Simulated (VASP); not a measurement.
**Se: single point with PBE**

Crystal: Se.

```xyz
1
Lattice="0.0000 1.6611 1.6611 1.6611 0.0000 1.6611 1.6611 1.6611 0.0000" Properties=species:S:1:pos:R:3 pbc="T T T"
Se    0.0000    0.0000    0.0000
```

This isn't the form of Se at room conditions, which is trigonal, of chains.

- Program: VASP 6.6.1
- Task: single point
- Functional: PBE
- Potentials or basis: VASP PAW PBE potentials, release 64 (Se)
- Cutoff: 520 eV
- k mesh: 15 × 15 × 15
- Occupations: fermi-dirac, width 0.05 eV
- Spin: no spin polarisation

The pressure is 330.8 GPa and the band gap on the k mesh is zero (bands 3 and 4 overlap by 16.70 eV).

Levels at points of the mesh, in eV from the Fermi level:
| k point | band 1 | band 2 | band 3 | band 4 | band 5 | band 6 |
| --- | --- | --- | --- | --- | --- | --- |
| (0.00, 0.00, 0.00) | -27.12 | 9.94 | 9.94 | 9.94 | 14.02 | 14.02 |

Run time: 16 s on 1 thread of Intel Xeon 8259CL, with other jobs on the host, peak memory 0.12 GiB.

Caveat: the cell stands under pressure.
